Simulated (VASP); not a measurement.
# Pd (P6_3/mmc) in VASP: a series of runs

The runs below take Pd through single point, with PBEsol.

Everything below comes from runs of VASP 6.6.1. Logs are shortened: lines on timing, memory, paths and dates and some standing lists are left out, and cuts for length are marked.

**1. The cell of the first run**

The structure is hexagonal, space group P6_3/mmc (No. 194). The conventional cell has a = 2.687 Å, b = 2.687 Å, c = 8.868 Å, α = 90.00°, β = 90.00°, γ = 120.00°. Within 3.5 Å of Pd (site symmetry -3m) lie 12 Pd at 2.69 to 2.71 Å. Pd (site symmetry -6m2) has 12 Pd at 2.69 to 2.71 Å within 3.5 Å.

**2. Single point, PBEsol**

INCAR reads:

```
PREC = Accurate ; ENCUT = 520
EDIFF = 1E-7 ; ISMEAR = 1
SIGMA = 0.1 ; LREAL = F
LASPH = T ; NELM = 100
ALGO = Normal ; ISIF = 2
LWAVE = F ; LCHARG = F
GGA = PS ; NBANDS = 28
```

KPOINTS reads:

```
regular mesh
0
Gamma
  10 10 3
```

POSCAR reads:

```
Pd
1.0
    2.6868369329      0.0000000000      0.0000000000
   -1.3434184665      2.3268691647      0.0000000000
    0.0000000000      0.0000000000      8.8684481175
Pd
4
Direct
    0.0000000000      0.0000000000      0.0000000000
    0.3333333333      0.6666666667      0.2500000000
    0.0000000000      0.0000000000      0.5000000000
    0.6666666667      0.3333333333      0.7500000000
```

Potentials or basis: VASP PAW PBE potentials, release 64 (Pd).

The run is started by

```
cat potpaw_PBE.64/Pd/POTCAR > POTCAR
mpirun -np 1 vasp_std > vasp.out
```

OUTCAR:

```text
PREC = Accurate
   ENCUT = 520
   EDIFF = 1E-7
   ISMEAR = 1
   LREAL = F
   LASPH = T
   NELM = 100
   ISIF = 2
   GGA = PS

 ion  position               nearest neighbor table
   1  0.000  0.000  0.000-   2 2.71   4 2.71   4 2.71   2 2.71   4 2.71   2 2.71
   2  0.333  0.667  0.250-   1 2.71   3 2.71   1 2.71   3 2.71   1 2.71   3 2.71
   3  0.000  0.000  0.500-   2 2.71   4 2.71   4 2.71   2 2.71   4 2.71   2 2.71
   4  0.667  0.333  0.750-   1 2.71   3 2.71   1 2.71   3 2.71   1 2.71   3 2.71

  LATTYP: Found a hexagonal cell.
 ALAT       =     2.6868369329
 C/A-ratio  =     3.3007020296

  Lattice vectors:

 A1 = (   2.6868369329,   0.0000000000,   0.0000000000)
 A2 = (  -1.3434184665,   2.3268691647,   0.0000000000)
 A3 = (   0.0000000000,   0.0000000000,   8.8684481175)

Analysis of symmetry for initial positions (statically):
=====================================================================
 Subroutine PRICEL returns:
 Original cell was already a primitive cell.

 Routine SETGRP: Setting up the symmetry group for a
 hexagonal supercell.

 Subroutine GETGRP returns: Found 24 space group operations
 (whereof 12 operations were pure point group operations)
 out of a pool of 24 trial point group operations.

The static configuration has the point symmetry D_3d.
 The point group associated with its full space group is D_6h.

Analysis of symmetry for dynamics (positions and initial velocities):
=====================================================================
 Subroutine PRICEL returns:
 Original cell was already a primitive cell.

 Routine SETGRP: Setting up the symmetry group for a
 hexagonal supercell.

 Subroutine GETGRP returns: Found 24 space group operations
 (whereof 12 operations were pure point group operations)
 out of a pool of 24 trial point group operations.

The dynamic configuration has the point symmetry D_3d.
 The point group associated with its full space group is D_6h.

 Subroutine INISYM returns: Found 24 space group operations
 (whereof 12 operations are pure point group operations),
 and found     1 'primitive' translations

----------------------------------------------------------------------------------------

                                     Primitive cell

  volume of cell :      55.4448

  direct lattice vectors                    reciprocal lattice vectors
     2.686836933  0.000000000  0.000000000     0.372184850  0.214881012  0.000000000
    -1.343418466  2.326869165  0.000000000     0.000000000  0.429762023  0.000000000
     0.000000000  0.000000000  8.868448117     0.000000000  0.000000000  0.112759300

  length of vectors
     2.686836933  2.686837041  8.868448117     0.429762041  0.429762023  0.112759300

  position of ions in fractional coordinates (direct lattice)
     0.000000000  0.000000000  0.000000000
     0.333333333  0.666666667  0.250000000
     0.000000000  0.000000000  0.500000000
     0.666666667  0.333333333  0.750000000

  ion indices of the primitive-cell ions
   primitive index   ion index
                 1           1
                 2           2
                 3           3
                 4           4

----------------------------------------------------------------------------------------

 KPOINTS: regular mesh

Automatic generation of k-mesh.
 Grid dimensions read from file:
 generate k-points for:   10   10    3

 Generating k-lattice:

  Cartesian coordinates                     Fractional coordinates (reciprocal lattice)
     0.037218485  0.021488101  0.000000000     0.100000000  0.000000000  0.000000000
     0.000000000  0.042976202  0.000000000     0.000000000  0.100000000  0.000000000
     0.000000000  0.000000000  0.037586433     0.000000000  0.000000000  0.333333333

  Length of vectors
     0.042976204  0.042976202  0.037586433

  Shift w.r.t. Gamma in fractional coordinates (k-lattice)
     0.000000000  0.000000000  0.000000000

 Subroutine IBZKPT returns following result:
 ===========================================

 Found     28 irreducible k-points:

 Following reciprocal coordinates:
            Coordinates               Weight
  0.000000  0.000000  0.000000      1.000000
  0.100000  0.000000  0.000000      6.000000
  0.200000  0.000000  0.000000      6.000000
  0.300000  0.000000  0.000000      6.000000
  0.400000 -0.000000  0.000000      6.000000
  0.500000  0.000000  0.000000      3.000000
[... 16 lines left out ...]
  0.300000  0.100000  0.333333     24.000000
  0.400000  0.100000  0.333333     24.000000
 [... further k-points ...]
   k-points           NKPTS =     28   k-points in BZ     NKDIM =     28   number of bands    NBANDS=     28
   number of dos      NEDOS =    301   number of ions     NIONS =      4
   total plane-waves  NPLWV =  28000
   dimension x,y,z NGX =    20 NGY =   20 NGZ =   70
   dimension x,y,z NGXF=    40 NGYF=   40 NGZF=  140
   ions per type =               4
   NGX,Y,Z   is equivalent  to a cutoff of  12.37, 12.37, 13.12 a.u.
   NGXF,Y,Z  is equivalent  to a cutoff of  24.75, 24.75, 26.24 a.u.
 SYSTEM =  unknown system
   PREC   = accura    normal or accurate (medium, high low for compatibility)
   ISTART =      0    job   : 0-new  1-cont  2-samecut
   ICHARG =      2    charge: 1-file 2-atom 10-const
   ISPIN  =      1    spin polarized calculation?
   LNONCOLLINEAR =      F non collinear calculations
   LSORBIT =      F    spin-orbit coupling
   LASPH  =      T    aspherical Exc in radial PAW
   ENCUT  =  520.0 eV  38.22 Ry    6.18 a.u.   5.00  5.00 16.49*2*pi/ulx,y,z
   NELM   =    100;   NELMIN=  2; NELMDL= -5     # of ELM steps
   EDIFF  = 0.1E-06   stopping-criterion for ELM
   LREAL  =      F    real-space projection
   EDIFFG = 0.1E-05   stopping-criterion for IOM
   NSW    =      0    number of steps for IOM
   IBRION =     -1    ionic relax: 0-MD 1-quasi-New 2-CG
   NFREE  =      0    steps in history (QN), initial steepest desc. (CG)
   ISIF   =      2    stress and relaxation
   ISYM   =      2    0-nonsym 1-usesym 2-fastsym
   POTIM  = 0.5000    time-step for ionic-motion
   TEBEG  =    0.0;   TEEND  =   0.0 temperature during run
   PSTRESS=    0.0 pullay stress
   NELECT =      40.0000    total number of electrons
   NUPDOWN=      -1.0000    fix difference up-down
   EMIN   =  10.00;   EMAX   =-10.00  energy-range for DOS
   EFERMI =   0.00;   METHOD = LEGACY
   ISMEAR =     1;   SIGMA  =   0.10  broadening in eV -4-tet -1-fermi 0-gaus
   EFERMI_NEDOS =   21; number of points for ismear=-14 and -15
   IALGO  =     38    algorithm
   IMIX   =      4    mixing-type and parameters
     AMIX     =   0.40;   BMIX     =  1.00
     AMIX_MAG =   1.60;   BMIX_MAG =  1.00
  volume/ion in A,a.u.               =      13.86        93.54
  Fermi-wavevector in a.u.,A,eV,Ry     =   1.468277  2.774640 29.331930  2.155836
  Thomas-Fermi vector in A             =   2.583794
   LORBIT       =      0    0 simple, 1 ext, 2 COOP (PROOUT), +10 PAW based schemes
   GGA     = PS    functional components
   LHFCALC =     F    Hartree Fock is set to
   AEXX    =    0.0000 exact exchange contribution
   IVDW    =     0    specifies the selected vdW correction
   LEPSILON=     F    determine dielectric tensor
   LRPA    =     F    only Hartree local field effects (RPA)
 non-spin polarized calculation
 Methfessel and Paxton  Order N= 1 SIGMA  =   0.10
  energy-cutoff  :      520.00
  volume of cell :       55.44
 maximum number of plane-waves:      1515
 NGX is ok and might be reduce to    20
   NGX =  9   NGY =  9   NGZ = 33

 number of electron      39.9999999 magnetization

 Free energy of the ion-electron system (eV)
  ---------------------------------------------------
  ext. energy  EPLUGINS =         0.00000000
  ---------------------------------------------------
  free energy    TOTEN  =       -23.70478628 eV

  energy without entropy =      -23.70408808  energy(sigma->0) =      -23.70455355

 E-fermi :  10.7300     XC(G=0): -13.7679

 val. band max:       10.7247602697   @ k =   0.4000   0.1000   0.3333
 cond. band min:      10.7414465252   @ k =   0.5000   0.0000   0.0000
 fundamental gap:      0.0166862556
 Fermi energy:        10.7300130195

 k-point     1 :       0.0000    0.0000    0.0000
  band No.  band energies     occupation
      1       2.9732      2.00000
      2       4.6991      2.00000
      3       4.7042      2.00000
      4       4.8562      2.00000
      5       7.4732      2.00000
      6       7.4955      2.00000
[... 20 lines left out ...]
     27      25.5875      0.00000
     28      27.6328      0.00000

 k-point     2 :       0.1000    0.0000    0.0000
  band No.  band energies     occupation
      1       3.3136      2.00000
      2       5.0031      2.00000
      3       5.0132      2.00000
      4       5.1087      2.00000
      5       7.0329      2.00000
      6       7.2366      2.00000
[... 20 lines left out ...]
     27      25.7756      0.00000
     28      27.9513      0.00000

 k-point     3 :       0.2000    0.0000    0.0000
  band No.  band energies     occupation
      1       4.2108      2.00000
      2       5.4736      2.00000
      3       5.5937      2.00000
      4       5.7418      2.00000
      5       6.5052      2.00000
      6       6.7376      2.00000
[... 20 lines left out ...]
     27      26.2216      0.00000
     28      26.4303      0.00000

 k-point     4 :       0.3000    0.0000    0.0000
  band No.  band energies     occupation
      1       5.0296      2.00000
      2       5.3696      2.00000
      3       5.3970      2.00000
      4       5.8171      2.00000
      5       6.2834      2.00000
      6       6.3322      2.00000
[... 578 lines left out ...]
     27      24.3595      0.00000
     28      25.1009      0.00000

 k-point    23 :       0.3000    0.1000    0.3333
  band No.  band energies     occupation
      1       5.2945      2.00000
      2       5.4839      2.00000
      3       5.5118      2.00000
      4       5.8124      2.00000
      5       5.8409      2.00000
      6       6.1284      2.00000
[... 20 lines left out ...]
     27      22.2501      0.00000
     28      23.8471      0.00000

 k-point    24 :       0.4000    0.1000    0.3333
  band No.  band energies     occupation
      1       5.1326      2.00000
      2       5.2043      2.00000
      3       5.3329      2.00000
      4       5.5979      2.00000
      5       5.6995      2.00000
      6       5.7866      2.00000
[... 20 lines left out ...]
     27      21.4420      0.00000
     28      22.1979      0.00000

 [... further k-points ...]
[... 5 lines left out ...]
  --------------------------------------------------------------------------------------
  -------------------------------------------------------------------------------------
  Total        3.7939988      3.7939992      4.0758836     -0.0000000      0.0000000      0.0000000
  in kB      109.6344064    109.6344182    117.7799741     -0.0000000      0.0000000      0.0000000
  external PRESSURE =     112.3495996 kB  Pullay stress =       0.0000000 kB

 VOLUME and BASIS-vectors are now :
 -----------------------------------------------------------------------------
  energy-cutoff  :      520.00
  volume of cell :       55.44
      direct lattice vectors                 reciprocal lattice vectors
     2.686836933  0.000000000  0.000000000     0.372184850  0.214881012  0.000000000
    -1.343418466  2.326869165  0.000000000     0.000000000  0.429762023  0.000000000
     0.000000000  0.000000000  8.868448117     0.000000000  0.000000000  0.112759300

 POSITION                                       TOTAL-FORCE (eV/Angst)
 -----------------------------------------------------------------------------------
      0.00000      0.00000      0.00000        -0.000000      0.000000     -0.000000
     -0.00000      1.55125      2.21711        -0.000000      0.000000     -0.000000
      0.00000      0.00000      4.43422         0.000000      0.000000     -0.000000
      1.34342      0.77562      6.65134         0.000000     -0.000000      0.000000
 -----------------------------------------------------------------------------------
    total drift:                                0.000000     -0.000000      0.000000

  FREE ENERGIE OF THE ION-ELECTRON SYSTEM (eV)
  ---------------------------------------------------
  free  energy   TOTEN  =       -23.7047862838 eV

  energy  without entropy=      -23.7040880803  energy(sigma->0) =      -23.70455355
```

It took 33 s on 1 thread of Intel Xeon Platinum 8488C (Sapphire Rapids), shared host; peak memory 0.18 GiB.

What came out:

```yaml
Free_energy: -23.7048 eV
Pressure: 11.2 GPa
Band_gap_on_the_k_mesh: zero (band 20 reaches 10.98 eV, above the bottom of band 21 at 9.96 eV)
```

Caveat: the PAW data sets were made with another functional, which shifts forces and pressure a little.

**3. Single point, PBEsol**

This run uses another cell than the first one, of 14.26 Å³/atom, 1.029 times its volume.

INCAR reads:

```
SYSTEM = Pd
PREC     = Accurate       ! precision mode
ENCUT    = 520            ! plane-wave cutoff, eV
EDIFF    = 1E-6           ! SCF threshold, eV
ISMEAR   = 1              ! smearing method
SIGMA    = 0.1            ! smearing width, eV
LREAL    = .False.        ! projectors in reciprocal space
LASPH    = .True.         ! aspherical terms in the spheres
NELM     = 80             ! most SCF steps
ALGO     = Normal         ! electronic algorithm
ISIF     = 2              ! what is computed and relaxed
LWAVE    = .False.        ! write WAVECAR
LCHARG   = .False.        ! write CHGCAR
GGA      = PS             ! functional
NBANDS   = 28             ! bands
```

KPOINTS reads:

```
regular mesh
0
Gamma
  10 10 3
  0 0 0
```

POSCAR reads:

```
Pd
1.0
    2.7125498535      0.0000000000      0.0000000000
   -1.3562749267      2.3491372083      0.0000000000
    0.0000000000      0.0000000000      8.9533188065
Pd
4
Direct
    0.0000000000      0.0000000000      0.0000000000
    0.3333333333      0.6666666667      0.2500000000
    0.0000000000      0.0000000000      0.5000000000
    0.6666666667      0.3333333333      0.7500000000
```

Potentials or basis: VASP PAW PBE potentials, release 64 (Pd).

The run is started by

```
cat potpaw_PBE.64/Pd/POTCAR > POTCAR
mpirun -np 1 vasp_std > vasp.out
```

OUTCAR:

```text
SYSTEM = Pd
   PREC = Accurate
   ENCUT = 520
   EDIFF = 1E-6
   ISMEAR = 1
   LREAL = .False.
   LASPH = .True.
   NELM = 80
   ISIF = 2
   GGA = PS

 ion  position               nearest neighbor table
   1  0.000  0.000  0.000-   2 2.73   4 2.73   4 2.73   2 2.73   4 2.73   2 2.73
   2  0.333  0.667  0.250-   1 2.73   3 2.73   1 2.73   3 2.73   1 2.73   3 2.73
   3  0.000  0.000  0.500-   2 2.73   4 2.73   4 2.73   2 2.73   4 2.73   2 2.73
   4  0.667  0.333  0.750-   1 2.73   3 2.73   1 2.73   3 2.73   1 2.73   3 2.73

  LATTYP: Found a hexagonal cell.
 ALAT       =     2.7125498535
[... 938 lines left out ...]

 [... further k-points ...]
[... 5 lines left out ...]
  --------------------------------------------------------------------------------------
  -------------------------------------------------------------------------------------
  Total        1.4036878      1.4036879      1.7026894      0.0000000      0.0000000     -0.0000000
  in kB       39.4194838     39.4194880     47.8162869      0.0000000      0.0000000     -0.0000000
  external PRESSURE =      42.2184196 kB  Pullay stress =       0.0000000 kB

 VOLUME and BASIS-vectors are now :
 -----------------------------------------------------------------------------
  energy-cutoff  :      520.00
  volume of cell :       57.05
      direct lattice vectors                 reciprocal lattice vectors
     2.712549854  0.000000000  0.000000000     0.368656819  0.212844102  0.000000000
    -1.356274927  2.349137208  0.000000000     0.000000000  0.425688204  0.000000000
     0.000000000  0.000000000  8.953318807     0.000000000  0.000000000  0.111690427

 POSITION                                       TOTAL-FORCE (eV/Angst)
 -----------------------------------------------------------------------------------
      0.00000      0.00000      0.00000        -0.000000      0.000000     -0.000000
     -0.00000      1.56609      2.23833        -0.000000      0.000000     -0.000000
      0.00000      0.00000      4.47666        -0.000000      0.000000     -0.000000
      1.35627      0.78305      6.71499         0.000000     -0.000000      0.000000
 -----------------------------------------------------------------------------------
    total drift:                                0.000000     -0.000000      0.000000

  FREE ENERGIE OF THE ION-ELECTRON SYSTEM (eV)
  ---------------------------------------------------
  free  energy   TOTEN  =       -23.7825013218 eV

  energy  without entropy=      -23.7813554658  energy(sigma->0) =      -23.78211937
```

OSZICAR:

```text
N       E                     dE             d eps       ncg     rms          rms(c)
DAV:   1     0.266696869109E+03    0.26670E+03   -0.20265E+04  1568   0.141E+03
DAV:   2    -0.180458871999E+02   -0.28474E+03   -0.27201E+03  1628   0.328E+02
DAV:   3    -0.252426775994E+02   -0.71968E+01   -0.70637E+01  1796   0.565E+01
DAV:   4    -0.253068121277E+02   -0.64135E-01   -0.64101E-01  1728   0.513E+00
DAV:   5    -0.253077810558E+02   -0.96893E-03   -0.96891E-03  1732   0.695E-01    0.184E+01
DAV:   6    -0.238625629629E+02    0.14452E+01   -0.39116E+00  1708   0.155E+01    0.822E+00
DAV:   7    -0.237993667248E+02    0.63196E-01   -0.88877E-02  1720   0.206E+00    0.352E+00
DAV:   8    -0.239037912255E+02   -0.10442E+00   -0.69454E-01  1684   0.688E+00    0.369E+00
DAV:   9    -0.237831983827E+02    0.12059E+00   -0.52804E-01  1660   0.587E+00    0.277E-01
DAV:  10    -0.237825100357E+02    0.68835E-03   -0.59416E-03  1668   0.513E-01    0.519E-02
DAV:  11    -0.237824951636E+02    0.14872E-04   -0.84405E-05  1760   0.671E-02    0.255E-02
DAV:  12    -0.237825016120E+02   -0.64484E-05   -0.15082E-05  1692   0.223E-02    0.163E-02
DAV:  13    -0.237825013218E+02    0.29021E-06   -0.52277E-06  1148   0.177E-02
   1 F= -.23782501E+02 E0= -.23782119E+02  d E =-.114586E-02
```

Wall time 32 s (1 thread of Intel Xeon Platinum 8488C (Sapphire Rapids), shared host); peak memory 0.18 GiB.

Results:

```yaml
Free_energy: -23.7825 eV
Pressure: 4.2 GPa
Band_gap_on_the_k_mesh: zero (band 20 reaches 10.45 eV, above the bottom of band 21 at 9.48 eV)
```

Stress tensor (GPa, compression positive):
```
3.94 0.00 0.00
0.00 3.94 0.00
0.00 0.00 4.78
```

Levels at points of the mesh, in eV from the Fermi level:
| k point | band 17 | band 18 | band 19 | band 20 | band 21 | band 22 | band 23 | band 24 |
| --- | --- | --- | --- | --- | --- | --- | --- | --- |
| (0.00, 0.00, 0.00) | -1.60 | -1.11 | -1.11 | -0.74 | -0.74 | -0.12 | -0.12 | 0.74 |
| (0.50, 0.00, 0.00) | 0.10 | 0.20 | 0.22 | 0.23 | 1.31 | 2.29 | 3.78 | 4.26 |

Caveat: the PAW data sets were made with another functional, which shifts forces and pressure a little.
